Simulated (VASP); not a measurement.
# Mg24O23 (a cell with a defect) in VASP: single point with PBE

Aim: the single point of Mg24O23 (a cell with a defect) with PBE.

Program: VASP 6.6.1. These are calculated values, not measurements. Logs are shortened: lines on timing, memory, paths and dates and some standing lists are left out, and cuts for length are marked.

## 1. The cell of the first run

The cell holds a defect, 47 atoms: a = 7.593 Å, b = 7.593 Å, c = 11.104 Å, α = 107.13°, β = 107.13°, γ = 97.97°.

## 2. Single point, PBE, collinear spin, zero start

INCAR

```
SYSTEM = Mg24O23
ALGO = Normal
EDIFF = 1E-7
ENCUT = 520
GGA = PE
ISIF = 2
ISMEAR = 0
ISPIN = 2
KPAR = 2
LASPH = .TRUE.
LCHARG = .TRUE.
LORBIT = 11
LREAL = Auto
LVHAR = .TRUE.
LWAVE = .FALSE.
MAGMOM = 0 0 0 0 0 0 0 0 0 0 0 0 0 0 0 0 0 0 0 0 0 0 0 0 0 0 0 0 0 0 0 0 0 0 0 0 0 0 0 0 0 0 0 0 0 0 0
NBANDS = 126
NCORE = 2
NELM = 150
PREC = Accurate
SIGMA = 0.05
```

KPOINTS

```
k-points
0
G
  2 2 2
  0 0 0
```

POSCAR

```
Mg24O23
1.0
   -4.9616800000      2.8646280000     -4.9828820000
    4.9616800000     -2.8646280000     -4.9828820000
   -4.9616800000     -8.5938830000      4.9828810000
Mg O
24 23
Direct
    1.0004556598      0.8338724333      0.8333504660
    0.4977320202      0.3309936363      0.8333468959
    0.1652814491      0.4988466116      0.6666651148
    0.6655546604      0.9983597886      0.6664489593
    0.3323677722      0.1658172386      0.4998122850
    0.8313069767      0.6650825382      0.5000302293
    0.4984728370      0.8319426305      0.3333103898
    0.9984847245      0.3319038250      0.3332855335
    0.6658726605      0.4993180395      0.1668278289
    0.1645525098      0.9982602673      0.1666138419
    0.8323098820      0.1651294949      0.0001474169
    0.3319690467      0.6653905547     -0.0000855558
    0.5846265235      0.7477872218      0.8332439614
    0.0813990579      0.2498819128      0.8332884632
    0.7493301163      0.4178780529      0.6684913461
    0.2486736388      0.9159006904      0.6664975836
    0.9152091887      0.0819053986      0.4994874052
    0.4155783782      0.5818511994      0.5005187970
    0.0822790370      0.7483506010      0.3336459586
    0.5820156334      0.2481304435      0.3330550658
    0.2489368072      0.4155936940      0.1670802358
    0.7483567596      0.9145916606      0.1660791636
    0.4154071392      0.0825742518      0.0001558659
    0.9142752363      0.5827164261     -0.0018056051
    0.2971441076      0.1316600551      0.8333472109
    0.9646588746      0.2987902299      0.6662145108
    0.4651867807      0.7990223819      0.6670455023
    0.1323500800      0.9656932723      0.4999097766
    0.6318283935      0.4644400693      0.5000621860
    0.2990545994      0.6319302997      0.3338408188
    0.7984845817      0.1313851242      0.3326890027
    0.4656661940      0.2989996390      0.1666664965
    0.9650332276      0.7975502645      0.1666069330
    0.6313246563      0.9651146798     -0.0004964544
    0.1316774932      0.4658169257      0.0003755395
    0.3826005522      0.5486912647      0.8332466461
    0.8820916770      0.0486051603      0.8332963666
    0.5490033736      0.2156900975      0.6669000945
    0.0484700995      0.7155783646      0.6666602255
    0.7153363733      0.8819857992      0.4997994049
    0.2149539860      0.3820011498      0.4999964085
    0.8819113101      0.5486570016      0.3335951090
    0.3816156158      0.0484393242      0.3329728420
    0.0487119871      0.2153067361      0.1667152677
    0.5482312572      0.7152103282      0.1665539478
    0.2151007761      0.8820845151     -0.0000127778
    0.7153719546      0.3820707599     -0.0003342466
```

Potentials or basis: VASP PAW PBE potentials, release 64 (Mg, O).

Run with:

```console
> cat potpaw_PBE.64/Mg/POTCAR potpaw_PBE.64/O/POTCAR > POTCAR
> mpirun -np 4 vasp_std > vasp.out
```

OUTCAR:

```text
SYSTEM = Mg24O23
   EDIFF = 1E-7
   ENCUT = 520
   GGA = PE
   ISIF = 2
   ISMEAR = 0
   ISPIN = 2
   LASPH = .TRUE.
   LORBIT = 11
   LREAL = Auto
   NELM = 150
   PREC = Accurate

 ion  position               nearest neighbor table
   1  0.000  0.834  0.833-  37 1.97  46 1.97  39 1.97  23 3.13  16 3.13  14 3.13  13 3.13  24 3.14
                            15 3.14  11 3.31   4 3.31  10 3.31   3 3.31  12 3.31   6 3.31
   2  0.498  0.331  0.833-  47 1.97  36 1.97  38 1.97  25 1.99  16 3.13  23 3.13  14 3.14  15 3.14
                            24 3.14  13 3.14  12 3.31   9 3.31   3 3.31   5 3.31  11 3.31   4 3.31
   3  0.165  0.499  0.667-  41 1.97  39 1.97  36 1.98  26 1.99  14 3.13  18 3.14  15 3.14  17 3.14
                            16 3.14  13 3.15  12 3.31   1 3.31   8 3.31   6 3.31   5 3.31   2 3.31
   4  0.666  0.998  0.666-  40 1.97  37 1.97  38 1.98  27 1.99  18 3.14  14 3.14  13 3.14  17 3.14
                            16 3.14  15 3.15   6 3.30   7 3.31   1 3.31   5 3.31   2 3.31  11 3.31
   5  0.332  0.166  0.500-  41 1.97  43 1.97  38 1.98  28 1.99  18 3.13  20 3.14  16 3.14  17 3.14
                            19 3.14  15 3.15  10 3.31   7 3.31   8 3.31   3 3.31   2 3.31   4 3.31
   6  0.831  0.665  0.500-  40 1.97  42 1.97  39 1.97  29 1.99  18 3.13  15 3.14  20 3.14  19 3.14
                            17 3.14  16 3.14   4 3.30   9 3.31   7 3.31   1 3.31   3 3.31   8 3.31
   7  0.498  0.832  0.333-  40 1.97  45 1.97  43 1.97  30 1.99  21 3.14  20 3.14  19 3.14  17 3.14
                            22 3.14  18 3.14   4 3.31   6 3.31   5 3.31   9 3.31  12 3.31  10 3.31
   8  0.998  0.332  0.333-  41 1.97  42 1.97  44 1.97  31 1.99  17 3.13  19 3.14  20 3.14  21 3.14
                            18 3.14  22 3.14  11 3.31  10 3.31   9 3.31   5 3.31   3 3.31   6 3.31
   9  0.666  0.499  0.167-  42 1.97  45 1.97  47 1.98  32 1.99  22 3.13  19 3.14  23 3.14  21 3.14
[... 52 lines left out ...]
  46  0.215  0.882  1.000-   1 1.97  12 1.97  10 1.97  23 2.00
  47  0.715  0.382  1.000-   2 1.97   9 1.98  11 1.98  24 2.00

  LATTYP: Found a face centered orthorhombic cell.
 ALAT       =     9.9657640000
 B/A-ratio  =     1.1497873972
 C/A-ratio  =     1.9914902651

  Lattice vectors:

 A1 = (   0.0000000000, -11.4585110000,  -0.0000010000)
 A2 = (  -4.9616800000,  -8.5938830000,  -4.9828830000)
 A3 = (   4.9616800000,  -2.8646280000,  -4.9828820000)

Analysis of symmetry for initial positions (statically):
=====================================================================
 Subroutine PRICEL returns:
 Original cell was already a primitive cell.

 Routine SETGRP: Setting up the symmetry group for a
 face centered orthorhombic supercell.

 Subroutine GETGRP returns: Found  1 space group operations
 (whereof  1 operations were pure point group operations)
 out of a pool of  8 trial point group operations.

The static configuration has the point symmetry C_1 .

Analysis of symmetry for dynamics (positions and initial velocities):
=====================================================================
 Subroutine PRICEL returns:
[... 250 lines left out ...]
 fundamental gap:      2.0211090550
 Fermi energy:         3.4194935140

 spin component 1

 k-point     1 :       0.0000    0.0000    0.0000
  band No.  band energies     occupation
      1     -15.1668      1.00000
      2     -14.8390      1.00000
      3     -14.8114      1.00000
      4     -14.6001      1.00000
      5     -14.5870      1.00000
      6     -14.5675      1.00000
[... 853 lines left out ...]
    104       8.4239      0.00000
    105       8.5616      0.00000
 Fermi energy:         3.4194935140

 spin component 2

 k-point     1 :       0.0000    0.0000    0.0000
  band No.  band energies     occupation
      1     -15.1668      1.00000
      2     -14.8390      1.00000
      3     -14.8114      1.00000
      4     -14.6001      1.00000
      5     -14.5870      1.00000
      6     -14.5675      1.00000
[... 853 lines left out ...]
    104       8.4239      0.00000
    105       8.5616      0.00000
 [bands above 105 left out]

------------------------ aborting loop because EDIFF is reached ----------------------------------------

  FORCE on cell =-STRESS in cart. coord.  units (eV):
  Direction    XX          YY          ZZ          XY          YZ          ZX
  --------------------------------------------------------------------------------------
  -------------------------------------------------------------------------------------
  Total       10.2916563     10.2212602     11.4234497     -0.0219507      0.0106448      0.0165722
  in kB       29.1023674     28.9033039     32.3028113     -0.0620714      0.0301009      0.0468622
  external PRESSURE =      30.1028276 kB  Pullay stress =       0.0000000 kB

 VOLUME and BASIS-vectors are now :
 -----------------------------------------------------------------------------
  energy-cutoff  :      520.00
  volume of cell :      566.59
      direct lattice vectors                 reciprocal lattice vectors
    -4.961680000  2.864628000 -4.982882000    -0.100772314  0.000000009 -0.100343536
     4.961680000 -2.864628000 -4.982882000     0.050386160 -0.087271365 -0.100343536
    -4.961680000 -8.593883000  4.982881000    -0.050386164 -0.087271374  0.000000000

 POSITION                                       TOTAL-FORCE (eV/Angst)
 -----------------------------------------------------------------------------------
      0.00033     -9.54915     -0.00487         0.003178      0.003594     -0.010252
     -4.96210     -6.68404      0.02303         0.006996      0.002775      0.014423
     -1.65274     -6.68478      0.01264        -0.002500     -0.002395      0.001925
     -1.65543     -6.68075     -4.97025         0.002909     -0.002989      0.005360
     -3.30628     -3.81822      0.00811         0.002755     -0.000891      0.002583
     -3.30574     -3.82103     -4.96474        -0.000125      0.000190      0.008059
[... 39 lines left out ...]
     -1.65226    -10.50443     -0.48433        -0.009940     -0.002040     -0.003681
     -6.61376     -7.63623     -0.48721        -0.014642     -0.001841     -0.003724
 -----------------------------------------------------------------------------------
    total drift:                               -0.002343     -0.002093     -0.018347

  FREE ENERGIE OF THE ION-ELECTRON SYSTEM (eV)
  ---------------------------------------------------
  free  energy   TOTEN  =      -271.1393023814 eV

  energy  without entropy=     -271.1393023814  energy(sigma->0) =     -271.13930238

 total charge

# of ion       s       p       d       tot
------------------------------------------
    1        0.175   0.178   0.066   0.419
    2        0.167   0.191   0.080   0.438
    3        0.166   0.188   0.080   0.434
    4        0.166   0.188   0.080   0.434
    5        0.166   0.189   0.080   0.435
    6        0.166   0.189   0.080   0.435
[... 39 lines left out ...]
   46        1.548   3.544   0.000   5.092
   47        1.548   3.542   0.000   5.090
--------------------------------------------------
tot         39.595  86.041   1.852 127.488

 magnetization (x)

# of ion       s       p       d       tot
------------------------------------------
    1       -0.000  -0.000   0.000  -0.000
    2        0.000   0.000  -0.000   0.000
    3        0.000   0.000   0.000   0.000
    4       -0.000  -0.000  -0.000  -0.000
    5        0.000   0.000   0.000   0.000
    6       -0.000  -0.000  -0.000  -0.000
[... 39 lines left out ...]
   46        0.000   0.000   0.000   0.000
   47       -0.000   0.000   0.000   0.000
--------------------------------------------------
tot         -0.000  -0.000   0.000  -0.000
```

Run time: 12 min. Hardware: 4 MPI ranks of Intel Xeon Platinum 8175M at 2.50GHz (Skylake/Cascade Lake), shared host; peak memory 0.71 GiB.

Results:

* Free energy: -271.1393 eV
* Pressure: 3.0 GPa
* Largest force: 0.018 eV/Å
* Band gap on the k mesh: 2.02 eV
* Net moment: 0.00 μB per cell
* Valence electrons inside the program's atomic spheres: Mg 0.42, 0.44, 0.43, 0.41 (each value once); O 5.09

Forces on the atoms (eV/Å):
```
Mg   0.003  0.004 -0.010
Mg   0.007  0.003  0.014
Mg  -0.003 -0.002  0.002
Mg   0.003 -0.003  0.005
Mg   0.003 -0.001  0.003
Mg   0.000  0.000  0.008
Mg   0.002  0.006  0.001
Mg   0.001  0.002  0.002
Mg   0.003  0.006  0.008
Mg   0.001  0.002  0.010
Mg   0.010  0.001  0.003
Mg   0.004  0.004  0.003
Mg   0.000 -0.003  0.006
Mg   0.008 -0.005  0.005
Mg   0.004  0.002  0.001
Mg  -0.004 -0.003  0.007
Mg   0.000 -0.002  0.003
Mg  -0.003 -0.004  0.000
Mg   0.002  0.005  0.002
Mg   0.002  0.003  0.001
Mg   0.003  0.001  0.003
Mg   0.005  0.007  0.004
Mg   0.000  0.006  0.001
Mg   0.006 -0.004  0.006
O   -0.005  0.005 -0.016
O   -0.008  0.003  0.000
O    0.000  0.001 -0.003
O    0.003 -0.010 -0.001
O    0.002 -0.002 -0.001
O    0.002 -0.002 -0.002
O    0.000 -0.006 -0.002
O    0.005 -0.004 -0.006
O    0.005 -0.001 -0.005
O   -0.002 -0.002 -0.010
O   -0.010  0.010 -0.008
O    0.005 -0.005 -0.005
O    0.007 -0.004 -0.002
O   -0.006  0.002 -0.002
O   -0.004  0.010 -0.004
O   -0.004 -0.002 -0.002
O   -0.005 -0.001 -0.002
O   -0.005 -0.004 -0.004
O   -0.008  0.000 -0.001
O   -0.002 -0.003 -0.003
O   -0.001 -0.005 -0.002
O   -0.010 -0.002 -0.004
O   -0.015 -0.002 -0.004
```

Levels at points of the mesh, in eV from the valence-band top:
Spin up:
```
           k point  band 91  band 92  band 93  band 94  band 95  band 96
(0.00, 0.00, 0.00)    -2.44    -2.16    -0.46     2.05     3.11     3.63
(0.50, 0.00, 0.00)    -2.46    -2.45    -0.10     2.47     3.12     3.26
(0.00, 0.50, 0.50)    -2.46    -2.45    -0.10     2.48     3.11     3.27
(0.00, 0.50, 0.00)    -2.46    -2.45    -0.10     2.47     3.11     3.27
(0.50, 0.00, 0.50)    -2.46    -2.45    -0.10     2.47     3.12     3.26
(0.50, 0.50, 0.00)    -2.41    -2.36    -0.01     2.81     3.28     3.42
(0.00, 0.00, 0.50)    -2.30    -2.18    -0.26     2.02     3.02     3.61
(0.50, 0.50, 0.50)    -2.43    -2.43     0.00     2.97     3.17     3.30
```
Spin down:
```csv
k point,band 91,band 92,band 93,band 94,band 95,band 96
"(0.00, 0.00, 0.00)",-2.44,-2.16,-0.46,2.05,3.11,3.63
"(0.50, 0.00, 0.00)",-2.46,-2.45,-0.10,2.47,3.12,3.26
"(0.00, 0.50, 0.50)",-2.46,-2.45,-0.10,2.48,3.11,3.27
"(0.00, 0.50, 0.00)",-2.46,-2.45,-0.10,2.47,3.11,3.27
"(0.50, 0.00, 0.50)",-2.46,-2.45,-0.10,2.47,3.12,3.26
"(0.50, 0.50, 0.00)",-2.41,-2.36,-0.01,2.81,3.28,3.42
"(0.00, 0.00, 0.50)",-2.30,-2.18,-0.26,2.02,3.02,3.61
"(0.50, 0.50, 0.50)",-2.43,-2.43,0.00,2.97,3.17,3.30
```

Caveat: the k points lie up to 0.45 Å⁻¹ apart.
